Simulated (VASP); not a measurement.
# CoO: single point with PBE

Crystal: CoO.

```
Co O
1.0
     1.59867    0.92300    5.08392
    -1.59867    0.92300    5.08392
     0.00000   -1.84599    5.08392
Co O
2 2
Cartesian
  0.0000 0.0000 15.2417
  0.0000 0.0000 7.6158
  0.0000 0.0000 5.7295
  0.0000 0.0000 13.3554
```

```yaml
Program: VASP 6.6.1
Task: single point
Functional: PBE
Potentials_or_basis: VASP PAW PBE potentials, release 64 (Co, O)
Cutoff: 600 eV
k_mesh: 12 × 12 × 12
Occupations: gaussian, width 0.01 eV
Spin: collinear spin, antiferromagnetic start
Starting_moments: "[-2.25, 2.25, -0.15, 0.15] μB"
```

```
Pressure                                              : 0.8 GPa
Largest force                                         : 0.003 eV/Å
Band gap on the k mesh                                : 0.12 eV
Net moment                                            : 0.00 μB per cell
Site moments                                          : Co -2.21, +2.21; O -0.14, +0.14 μB
Valence electrons inside the program's atomic spheres : Co 8.04; O 5.00
```

Forces in eV/Å, atoms in the order of the input:
```
Co   0.000  0.000  0.003
Co   0.000  0.000  0.003
O    0.000  0.000 -0.003
O    0.000  0.000 -0.003
```

Stress tensor (GPa, compression positive):
```
0.74 0.00 0.00
0.00 0.74 0.00
0.00 0.00 0.88
```

Levels at points of the mesh, in eV from the valence-band top:
Spin up:
| k point | band 12 | band 13 | band 14 | band 15 | band 16 | band 17 | band 18 | band 19 |
| --- | --- | --- | --- | --- | --- | --- | --- | --- |
| (0.00, 0.00, 0.00) | -1.11 | -1.11 | -0.31 | -0.31 | 0.13 | 1.65 | 1.95 | 1.95 |
| (0.50, 0.00, 0.00) | -1.92 | -1.51 | -0.47 | -0.28 | 0.14 | 0.58 | 1.08 | 5.82 |
| (0.50, 0.50, 0.00) | -1.72 | -1.57 | -0.59 | -0.56 | 0.13 | 0.87 | 1.17 | 5.45 |
| (0.50, 0.50, 0.50) | -1.34 | -1.34 | 0.00 | 0.00 | 0.82 | 1.92 | 1.92 | 2.57 |
Spin down:
```csv
k point,band 12,band 13,band 14,band 15,band 16,band 17,band 18,band 19
"(0.00, 0.00, 0.00)",-1.11,-1.11,-0.31,-0.31,0.13,1.65,1.95,1.95
"(0.50, 0.00, 0.00)",-1.92,-1.51,-0.47,-0.28,0.14,0.58,1.08,5.82
"(0.50, 0.50, 0.00)",-1.72,-1.57,-0.59,-0.57,0.13,0.87,1.16,5.45
"(0.50, 0.50, 0.50)",-1.34,-1.34,0.00,0.00,0.82,1.92,1.92,2.57
```

Run time: 10 min on 1 thread of Intel(R) Xeon(R) 6975P-C (Granite Rapids), with other jobs on the host, peak memory 0.68 GiB.

A k mesh can miss the band edges.
